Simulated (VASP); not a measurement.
# Sb (Fm-3m) in VASP: notebook

The runs below take Sb through electric field gradients, density of states, with PBEsol.

Program: VASP 6.6.1. These are calculated values, not measurements. Logs are shortened: lines on timing, memory, paths and dates and some standing lists are left out, and cuts for length are marked.

### Step 1. The cell of the first run

The structure is cubic, space group Fm-3m (No. 225). The conventional cell has a = 4.648 Å, b = 4.648 Å, c = 4.648 Å, α = 90.00°, β = 90.00°, γ = 90.00°. Within 4.3 Å of Sb (site symmetry m-3m) lie 12 Sb at 3.29 Å.

### Step 2. Electric field gradients, PBEsol (volume scaled by 1.025)

INCAR reads:

```
SYSTEM = Sb
PREC = Accurate ; ENCUT = 520
EDIFF = 1E-8 ; ISMEAR = -1
SIGMA = 0.05 ; LREAL = .FALSE.
LASPH = .TRUE. ; NELM = 60
ALGO = Normal ; ISIF = 2
LWAVE = .FALSE. ; LCHARG = .FALSE.
GGA = PS ; LEFG = .TRUE.
NBANDS = 8
```

KPOINTS reads:

```
Automatic mesh
0
G
  12 12 12
  0 0 0
```

POSCAR reads:

```
Sb
1.0
    0.0000000000      2.3240504507      2.3240504507
    2.3240504507      0.0000000000      2.3240504507
    2.3240504507      2.3240504507      0.0000000000
Sb
1
Direct
    0.0000000000      0.0000000000      0.0000000000
```

Potentials or basis: VASP PAW PBE potentials, release 64 (Sb).

Launch:

```sh
$ cat potpaw_PBE.64/Sb/POTCAR > POTCAR
$ mpirun -np 1 vasp_std > vasp.out
```

OUTCAR:

```text
SYSTEM = Sb
   PREC = Accurate
   ENCUT = 520
   EDIFF = 1E-8
   ISMEAR = -1
   LREAL = .FALSE.
   LASPH = .TRUE.
   NELM = 60
   ISIF = 2
   GGA = PS

 ion  position               nearest neighbor table
   1  0.000  0.000  0.000-

  LATTYP: Found a face centered cubic cell.
 ALAT       =     4.6481009014

  Lattice vectors:

 A1 = (   0.0000000000,   2.3240504507,   2.3240504507)
 A2 = (   2.3240504507,   0.0000000000,   2.3240504507)
 A3 = (   2.3240504507,   2.3240504507,   0.0000000000)

Analysis of symmetry for initial positions (statically):
=====================================================================
 Subroutine PRICEL returns:
 Original cell was already a primitive cell.

 Routine SETGRP: Setting up the symmetry group for a
 face centered cubic supercell.

 Subroutine GETGRP returns: Found 48 space group operations
 (whereof 48 operations were pure point group operations)
 out of a pool of 48 trial point group operations.

The static configuration has the point symmetry O_h .

Analysis of symmetry for dynamics (positions and initial velocities):
=====================================================================
 Subroutine PRICEL returns:
 Original cell was already a primitive cell.

 Routine SETGRP: Setting up the symmetry group for a
 face centered cubic supercell.

 Subroutine GETGRP returns: Found 48 space group operations
 (whereof 48 operations were pure point group operations)
 out of a pool of 48 trial point group operations.

The dynamic configuration has the point symmetry O_h .

 Subroutine INISYM returns: Found 48 space group operations
 (whereof 48 operations are pure point group operations),
 and found     1 'primitive' translations

----------------------------------------------------------------------------------------

                                     Primitive cell

  volume of cell :      25.1054

  direct lattice vectors                    reciprocal lattice vectors
     0.000000000  2.324050451  2.324050451    -0.215141629  0.215141629  0.215141629
     2.324050451  0.000000000  2.324050451     0.215141629 -0.215141629  0.215141629
     2.324050451  2.324050451  0.000000000     0.215141629  0.215141629 -0.215141629

  length of vectors
     3.286703667  3.286703667  3.286703667     0.372636232  0.372636232  0.372636232

  position of ions in fractional coordinates (direct lattice)
     0.000000000  0.000000000  0.000000000

  ion indices of the primitive-cell ions
   primitive index   ion index
                 1           1

----------------------------------------------------------------------------------------

 KPOINTS: Automatic mesh

Automatic generation of k-mesh.
 Grid dimensions read from file:
 generate k-points for:   12   12   12

 Generating k-lattice:

  Cartesian coordinates                     Fractional coordinates (reciprocal lattice)
    -0.017928469  0.017928469  0.017928469     0.083333333  0.000000000  0.000000000
     0.017928469 -0.017928469  0.017928469     0.000000000  0.083333333  0.000000000
     0.017928469  0.017928469 -0.017928469     0.000000000  0.000000000  0.083333333

  Length of vectors
     0.031053019  0.031053019  0.031053019

  Shift w.r.t. Gamma in fractional coordinates (k-lattice)
     0.000000000  0.000000000  0.000000000

 Subroutine IBZKPT returns following result:
 ===========================================

 Found     72 irreducible k-points:

 Following reciprocal coordinates:
            Coordinates               Weight
  0.000000  0.000000  0.000000      1.000000
  0.083333  0.000000  0.000000      8.000000
  0.166667  0.000000  0.000000      8.000000
  0.250000  0.000000  0.000000      8.000000
  0.333333  0.000000  0.000000      8.000000
  0.416667  0.000000  0.000000      8.000000
[... 16 lines left out ...]
  0.500000  0.166667  0.000000     24.000000
 -0.416667  0.166667  0.000000     24.000000
 [... further k-points ...]
   k-points           NKPTS =     72   k-points in BZ     NKDIM =     72   number of bands    NBANDS=      8
   number of dos      NEDOS =    301   number of ions     NIONS =      1
   total plane-waves  NPLWV =  13824
   dimension x,y,z NGX =    24 NGY =   24 NGZ =   24
   dimension x,y,z NGXF=    48 NGYF=   48 NGZF=   48
   ions per type =               1
   NGX,Y,Z   is equivalent  to a cutoff of  12.14, 12.14, 12.14 a.u.
   NGXF,Y,Z  is equivalent  to a cutoff of  24.28, 24.28, 24.28 a.u.
 SYSTEM =  Sb
   PREC   = accura    normal or accurate (medium, high low for compatibility)
   ISTART =      0    job   : 0-new  1-cont  2-samecut
   ICHARG =      2    charge: 1-file 2-atom 10-const
   ISPIN  =      1    spin polarized calculation?
   LNONCOLLINEAR =      F non collinear calculations
   LSORBIT =      F    spin-orbit coupling
   LASPH  =      T    aspherical Exc in radial PAW
   ENCUT  =  520.0 eV  38.22 Ry    6.18 a.u.   6.11  6.11  6.11*2*pi/ulx,y,z
   NELM   =     60;   NELMIN=  2; NELMDL= -5     # of ELM steps
   EDIFF  = 0.1E-07   stopping-criterion for ELM
   LREAL  =      F    real-space projection
   EDIFFG = 0.1E-06   stopping-criterion for IOM
   NSW    =      0    number of steps for IOM
   IBRION =     -1    ionic relax: 0-MD 1-quasi-New 2-CG
   NFREE  =      0    steps in history (QN), initial steepest desc. (CG)
   ISIF   =      2    stress and relaxation
   ISYM   =      2    0-nonsym 1-usesym 2-fastsym
   POTIM  = 0.5000    time-step for ionic-motion
   TEBEG  =    0.0;   TEEND  =   0.0 temperature during run
   PSTRESS=    0.0 pullay stress
   NELECT =       5.0000    total number of electrons
   NUPDOWN=      -1.0000    fix difference up-down
   EMIN   =  10.00;   EMAX   =-10.00  energy-range for DOS
   EFERMI =   0.00;   METHOD = LEGACY
   ISMEAR =    -1;   SIGMA  =   0.05  broadening in eV -4-tet -1-fermi 0-gaus
   EFERMI_NEDOS =   21; number of points for ismear=-14 and -15
   IALGO  =     38    algorithm
   IMIX   =      4    mixing-type and parameters
     AMIX     =   0.40;   BMIX     =  1.00
     AMIX_MAG =   1.60;   BMIX_MAG =  1.00
  volume/ion in A,a.u.               =      25.11       169.42
  Fermi-wavevector in a.u.,A,eV,Ry     =   0.956040  1.806653 12.435888  0.914012
  Thomas-Fermi vector in A             =   2.084932
   LORBIT       =      0    0 simple, 1 ext, 2 COOP (PROOUT), +10 PAW based schemes
   GGA     = PS    functional components
   LHFCALC =     F    Hartree Fock is set to
   AEXX    =    0.0000 exact exchange contribution
   IVDW    =     0    specifies the selected vdW correction
   LEPSILON=     F    determine dielectric tensor
   LRPA    =     F    only Hartree local field effects (RPA)
 non-spin polarized calculation
  energy-cutoff  :      520.00
  volume of cell :       25.11
 maximum number of plane-waves:       692
   NGX = 13   NGY = 13   NGZ = 13

 number of electron       5.0000000 magnetization

 Free energy of the ion-electron system (eV)
  ---------------------------------------------------
  ext. energy  EPLUGINS =         0.00000000
  ---------------------------------------------------
  free energy    TOTEN  =        -4.28624328 eV

  energy without entropy =       -4.27920115  energy(sigma->0) =       -4.28272222

 E-fermi :   9.3651     XC(G=0): -10.6391

 val. band max:        9.3618992168   @ k =  -0.1667   0.1667   0.0000
 cond. band min:       9.3773276041   @ k =   0.5000   0.2500   0.0833
 fundamental gap:      0.0154283873
 Fermi energy:         9.3650501900

 k-point     1 :       0.0000    0.0000    0.0000
  band No.  band energies     occupation
      1      -4.1906      2.00000
      2      15.1630      0.00000
      3      15.1630      0.00000
      4      15.1630      0.00000
      5      19.5466      0.00000
      6      19.5466      0.00000
      7      19.5466      0.00000
      8      19.5621      0.00000

 k-point     2 :       0.0833    0.0000    0.0000
  band No.  band energies     occupation
      1      -4.0437      2.00000
      2      13.7705      0.00000
      3      14.9557      0.00000
      4      14.9557      0.00000
      5      18.5117      0.00000
      6      19.8775      0.00000
      7      19.8775      0.00000
      8      21.5054      0.00000

 k-point     3 :       0.1667    0.0000    0.0000
  band No.  band energies     occupation
      1      -3.6043      2.00000
      2      11.1765      0.00000
      3      14.4967      0.00000
      4      14.4967      0.00000
      5      18.0640      0.00000
      6      20.4319      0.00000
      7      20.4319      0.00000
      8      22.0728      0.00000
[... 210 lines left out ...]
 k-point    23 :       0.5000    0.1667    0.0000
  band No.  band energies     occupation
      1       0.0817      2.00000
      2       4.0358      2.00000
      3      10.3632      0.00000
      4      11.9537      0.00000
      5      15.8312      0.00000
      6      20.7278      0.00000
      7      20.7472      0.00000
      8      23.0525      0.00000

 k-point    24 :      -0.4167    0.1667    0.0000
  band No.  band energies     occupation
      1       0.3287      2.00000
      2       3.7032      2.00000
      3       9.8744      0.00008
      4      12.3886      0.00000
      5      16.1651      0.00000
      6      20.2816      0.00000
      7      20.5316      0.00000
      8      23.6628      0.00000

 [... further k-points ...]
[... 5 lines left out ...]
  --------------------------------------------------------------------------------------
  -------------------------------------------------------------------------------------
  Total        0.4943021      0.4943021      0.4943021     -0.0000000     -0.0000000      0.0000000
  in kB       31.5454243     31.5454243     31.5454243     -0.0000000     -0.0000000      0.0000000
  external PRESSURE =      31.5454243 kB  Pullay stress =       0.0000000 kB

 VOLUME and BASIS-vectors are now :
 -----------------------------------------------------------------------------
  energy-cutoff  :      520.00
  volume of cell :       25.11
      direct lattice vectors                 reciprocal lattice vectors
     0.000000000  2.324050451  2.324050451    -0.215141629  0.215141629  0.215141629
     2.324050451  0.000000000  2.324050451     0.215141629 -0.215141629  0.215141629
     2.324050451  2.324050451  0.000000000     0.215141629  0.215141629 -0.215141629

 POSITION                                       TOTAL-FORCE (eV/Angst)
 -----------------------------------------------------------------------------------
      0.00000      0.00000      0.00000        -0.000000      0.000000     -0.000000
 -----------------------------------------------------------------------------------
    total drift:                               -0.000000      0.000000      0.000000

  FREE ENERGIE OF THE ION-ELECTRON SYSTEM (eV)
  ---------------------------------------------------
  free  energy   TOTEN  =        -4.2862432820 eV

  energy  without entropy=       -4.2792011508  energy(sigma->0) =       -4.28272222

 Electric field gradients (V/A^2)
---------------------------------------------------------------------
 ion       V_xx      V_yy      V_zz      V_xy      V_xz      V_yz
---------------------------------------------------------------------
   1      -0.000    -0.000    -0.000    -0.000    -0.000    -0.000
---------------------------------------------------------------------

 Electric field gradients after diagonalization (V/A^2)
 (convention: |V_zz| > |V_xx| > |V_yy|)
----------------------------------------------------------------------
 ion       V_xx      V_yy      V_zz     asymmetry (V_yy - V_xx)/ V_zz
----------------------------------------------------------------------
   1       0.000     0.000    -0.000       0.000
----------------------------------------------------------------------

           NMR quadrupolar parameters

 Cq : quadrupolar parameter    Cq=e*Q*V_zz/h
 eta: asymmetry parameters     (V_yy - V_xx)/ V_zz
 Q  : nuclear electric quadrupole moment in mb (millibarn)
----------------------------------------------------------------------
 ion       Cq(MHz)       eta       Q (mb)
----------------------------------------------------------------------
   1      -0.000       0.000       1.000
----------------------------------------------------------------------
```

It took 23 s on 1 thread of AMD EPYC 7R13, shared host; peak memory 0.11 GiB.

Results:

* Free energy: -4.2862 eV
* Pressure: 3.2 GPa

Caveat: the cell differs from its parent crystal (volume scaled by 1.025); without QUAD_EFG the Cq values of the log hold for a quadrupole moment of 1 mb, not for the nuclei; the PAW data sets were made with another functional, which shifts forces and pressure a little; spin-orbit coupling is left out, which moves the levels of the heavy elements.

### Step 3. Electric field gradients, PBEsol (volume scaled by 1.05)

INCAR reads:

```
SYSTEM = Sb
ALGO = Normal ; EDIFF = 1E-8
ENCUT = 520 ; GGA = PS
ISIF = 2 ; ISMEAR = -1
LASPH = .TRUE. ; LCHARG = .FALSE.
LEFG = .TRUE. ; LREAL = .FALSE.
LWAVE = .FALSE. ; NBANDS = 8
NELM = 100 ; PREC = Accurate
SIGMA = 0.05
```

KPOINTS reads:

```
k-points
0
G
  12 12 12
  0 0 0
```

POSCAR reads:

```
Sb
1.0
    0.0000000000      2.3427936025      2.3427936025
    2.3427936025      0.0000000000      2.3427936025
    2.3427936025      2.3427936025      0.0000000000
Sb
1
Direct
    0.0000000000      0.0000000000      0.0000000000
```

Potentials or basis: VASP PAW PBE potentials, release 64 (Sb).

Launch:

```sh
$ cat potpaw_PBE.64/Sb/POTCAR > POTCAR
$ mpirun -np 1 vasp_std > vasp.out
```

OUTCAR:

```text
SYSTEM = Sb
   EDIFF = 1E-8
   ENCUT = 520
   GGA = PS
   ISIF = 2
   ISMEAR = -1
   LASPH = .TRUE.
   LREAL = .FALSE.
   NELM = 100
   PREC = Accurate

 ion  position               nearest neighbor table
   1  0.000  0.000  0.000-

  LATTYP: Found a face centered cubic cell.
 ALAT       =     4.6855872050

  Lattice vectors:

 A1 = (   0.0000000000,   2.3427936025,   2.3427936025)
 A2 = (   2.3427936025,   0.0000000000,   2.3427936025)
 A3 = (   2.3427936025,   2.3427936025,   0.0000000000)

[... 468 lines left out ...]
    total drift:                                0.000000      0.000000     -0.000000

  FREE ENERGIE OF THE ION-ELECTRON SYSTEM (eV)
  ---------------------------------------------------
  free  energy   TOTEN  =        -4.2948593325 eV

  energy  without entropy=       -4.2874523309  energy(sigma->0) =       -4.29115583

 Electric field gradients (V/A^2)
---------------------------------------------------------------------
 ion       V_xx      V_yy      V_zz      V_xy      V_xz      V_yz
---------------------------------------------------------------------
   1      -0.000    -0.000    -0.000     0.000     0.000     0.000
---------------------------------------------------------------------

 Electric field gradients after diagonalization (V/A^2)
 (convention: |V_zz| > |V_xx| > |V_yy|)
----------------------------------------------------------------------
 ion       V_xx      V_yy      V_zz     asymmetry (V_yy - V_xx)/ V_zz
----------------------------------------------------------------------
   1      -0.000    -0.000     0.000       0.000
----------------------------------------------------------------------

           NMR quadrupolar parameters

 Cq : quadrupolar parameter    Cq=e*Q*V_zz/h
 eta: asymmetry parameters     (V_yy - V_xx)/ V_zz
 Q  : nuclear electric quadrupole moment in mb (millibarn)
----------------------------------------------------------------------
 ion       Cq(MHz)       eta       Q (mb)
----------------------------------------------------------------------
   1       0.000       0.000       1.000
----------------------------------------------------------------------
```

OSZICAR:

```text
N       E                     dE             d eps       ncg     rms          rms(c)
DAV:   1     0.483496776480E+01    0.48350E+01   -0.17731E+03  1160   0.421E+02
DAV:   2    -0.420350532985E+01   -0.90385E+01   -0.85988E+01  1624   0.537E+01
DAV:   3    -0.430180023783E+01   -0.98295E-01   -0.98099E-01  1400   0.620E+00
DAV:   4    -0.430203804367E+01   -0.23781E-03   -0.23780E-03  1816   0.375E-01
DAV:   5    -0.430203853444E+01   -0.49077E-06   -0.49055E-06  1472   0.107E-02    0.178E+00
DAV:   6    -0.429743960021E+01    0.45989E-02   -0.18627E-03  1400   0.205E-01    0.102E+00
DAV:   7    -0.429486683268E+01    0.25728E-02   -0.37781E-03  1352   0.291E-01    0.368E-02
DAV:   8    -0.429485983192E+01    0.70008E-05   -0.35914E-05  1584   0.484E-02    0.709E-03
DAV:   9    -0.429485978436E+01    0.47554E-07   -0.39488E-07  1704   0.485E-03    0.122E-03
DAV:  10    -0.429485944596E+01    0.33840E-06   -0.85608E-08  1480   0.151E-03    0.155E-03
DAV:  11    -0.429485933790E+01    0.10806E-06   -0.95216E-10  1568   0.257E-04    0.267E-04
DAV:  12    -0.429485933252E+01    0.53838E-08   -0.10125E-10   864   0.545E-05
   1 F= -.42948593E+01 E0= -.42911558E+01  d E =-.740700E-02
```

Wall time 35 s (1 thread of AMD EPYC 7R13, shared host); peak memory 0.13 GiB.

What came out:

- Free energy: -4.2949 eV
- Pressure: 1.4 GPa

Caveat: the cell differs from its parent crystal (volume scaled by 1.05); without QUAD_EFG the Cq values of the log hold for a quadrupole moment of 1 mb, not for the nuclei; the PAW data sets were made with another functional, which shifts forces and pressure a little; spin-orbit coupling is left out, which moves the levels of the heavy elements.

### Step 4. Density of states, PBEsol

This run uses another cell than the first one, of 24.49 Å³/atom, 0.976 times its volume.

POSCAR reads:

```
Sb
1.0
    0.0000000000      2.3050000000      2.3050000000
    2.3050000000      0.0000000000      2.3050000000
    2.3050000000      2.3050000000      0.0000000000
Sb
1
Direct
    0.0000000000      0.0000000000      0.0000000000
```

INCAR.step1 reads:

```
SYSTEM = Sb
PREC = Accurate
ENCUT = 520
EDIFF = 1E-6
ISMEAR = -1
SIGMA = 0.05
LREAL = .FALSE.
LASPH = .TRUE.
NELM = 100
ALGO = Normal
ISIF = 2
LWAVE = .FALSE.
LCHARG = .TRUE.
GGA = PS
NBANDS = 8
```

KPOINTS.step1 reads:

```
Automatic mesh
0
G
  12 12 12
  0 0 0
```

INCAR.step2 reads:

```
SYSTEM = Sb
PREC = Accurate
ENCUT = 520
EDIFF = 1E-6
ISMEAR = -5
SIGMA = 0.05
LREAL = .FALSE.
LASPH = .TRUE.
NELM = 100
ALGO = Normal
ISIF = 2
LWAVE = .FALSE.
LCHARG = .FALSE.
GGA = PS
LORBIT = 11
NBANDS = 8
NEDOS = 1001
ICHARG = 11
```

KPOINTS.step2 reads:

```
Automatic mesh
0
G
  18 18 18
  0 0 0
```

Launch:

```sh
$ cat potpaw_PBE.64/Sb/POTCAR > POTCAR
$ cp INCAR.step1 INCAR
$ cp KPOINTS.step1 KPOINTS
$ mpirun -np 1 vasp_std > vasp.out
$ cp INCAR.step2 INCAR
$ cp KPOINTS.step2 KPOINTS
$ mpirun -np 1 vasp_std > vasp.out
```

It took 53 s on 1 thread of AMD EPYC 7R13, shared host; peak memory 0.13 GiB.

The run converged. Its results:

| Item | Value |
| --- | --- |
| Valence electrons inside the program's atomic spheres | Sb 2.38 |

Levels at points of the mesh, in eV from the Fermi level:
| k point | band 1 | band 2 | band 3 | band 4 | band 5 | band 6 | band 7 |
| --- | --- | --- | --- | --- | --- | --- | --- |
| (0.00, 0.00, 0.00) | -13.76 | 6.00 | 6.00 | 6.00 | 10.20 | 10.28 | 10.28 |
| (0.50, 0.00, 0.00) | -9.45 | -6.50 | 4.07 | 4.07 | 8.79 | 9.34 | 9.34 |
| (0.50, 0.50, 0.00) | -7.54 | -5.50 | 0.35 | 0.35 | 4.20 | 4.55 | 18.20 |

Caveat: the PAW data sets were made with another functional, which shifts forces and pressure a little; spin-orbit coupling is left out, which moves the levels of the heavy elements; tetrahedron occupations give inexact forces and stress in metals.

(Part 1 of 2 ends here.)
